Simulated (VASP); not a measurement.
Wanted: the native input for a VASP 6.6.1 run.

- Task: single point
- Functional: LDA
- Potentials or basis: VASP PAW LDA potentials, release 64 (Zr_sv, Ni)
- Cutoff: 520 eV
- k mesh: 8 × 8 × 6
- Occupations: fermi-dirac, width 0.08 eV
- Spin: collinear spin, ferromagnetic start
- Starting moments: [0.0, 0.0, 0.5, 0.5] μB
- Fixed moment: 1 μB
- Dipole correction: no
- Further INCAR settings: ALGO = Normal; EDIFF = 1e-07; NBANDS = 34

The structure of ZrNi lies in POSCAR:

```
ZrNi
1.0
    1.6340000000     -4.9685000000      0.0000000000
    1.6340000000      4.9685000000      0.0000000000
    0.0000000000      0.0000000000      4.1010000000
Zr Ni
2 2
Direct
    0.6391000000      0.3609000000      0.2500000000
    0.3609000000      0.6391000000      0.7500000000
    0.9183000000      0.0817000000      0.2500000000
    0.0817000000      0.9183000000      0.7500000000
```

These files were run (other wordings do the same):

INCAR

```
SYSTEM = ZrNi
PREC = Accurate
ENCUT = 520
EDIFF = 1E-7
ISMEAR = -1
SIGMA = 0.08
LREAL = .False.
LASPH = .True.
NELM = 150
ALGO = Normal
ISIF = 2
LWAVE = .False.
LCHARG = .False.
ISPIN = 2
MAGMOM = 0 0 0.5 0.5
LORBIT = 11
NUPDOWN = 1.0
LMAXMIX = 4
NBANDS = 34
```

KPOINTS

```
Automatic mesh
0
Gamma
  8 8 6
  0 0 0
```

Potentials or basis: VASP PAW LDA potentials, release 64 (Zr_sv, Ni).

Launch:

```console
$ cat potpaw_LDA.64/Zr_sv/POTCAR potpaw_LDA.64/Ni/POTCAR > POTCAR
$ mpirun -np 1 vasp_std > vasp.out
```

It gave:

```yaml
Pressure: -8.2 GPa
Largest_force: 0.147 eV/Å
Net_moment: 1.00 μB per cell
Site_moments: Zr +0.19; Ni +0.15 μB
Valence_electrons_inside_the_program's_atomic_spheres: Zr 9.80; Ni 9.40
```

Caveat: the cell stands under tension; the total moment is fixed, so each spin has its own Fermi level and the state may be an excited one.

Wall time 15 min on 1 thread of Intel Xeon 8259CL, with other jobs on the host, peak memory 0.39 GiB.
